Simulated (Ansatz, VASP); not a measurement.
# Ta2C: VASP beside Ansatz

```
CELL_PARAMETERS angstrom
3.09589 0.00000 0.00000
-1.54794 2.68112 0.00000
0.00000 0.00000 4.92017
ATOMIC_POSITIONS crystal
Ta 0.33333 0.66667 0.25283
Ta 0.66667 0.33333 0.74717
C 0.00000 0.00000 0.00000
```

Alike in both runs: functional PBEsol; k mesh 18 × 18 × 8; occupations fermi-dirac, width 0.15 eV; no spin polarisation.

Ansatz relaxed the structure, and its values are those at the end. VASP's run is a single point on that final structure, the one shown.

```csv
,VASP,Ansatz
version,VASP 6.6.1,Ansatz 0.2.0
potentials or method,"VASP PAW PBE potentials, release 64 (Ta_pv, C), cutoff 520 eV","scalar-relativistic, plane waves, PAW"
valence electrons in the cell,26,30
```

Ansatz gave:

| Item | Value |
| --- | --- |
| gap on the k mesh at the Fermi level (eV) | none |
| pressure (GPa) | 0.0 |
| rms of the force components (eV/Å) | 0.000 |

Question: Which values does VASP return?

Answer: gap on the k mesh at the Fermi level (eV): none; pressure (GPa): 0.5; rms of the force components (eV/Å): 0.021.

VASP's potentials were made for PBE, not for PBEsol. A gap of «none» marks a metal or a gap that the smearing closes. VASP's potentials hold 26 valence electrons a cell and Ansatz's 30, so a difference there can come from the potentials and not from the codes.

Spin-orbit coupling is off throughout.
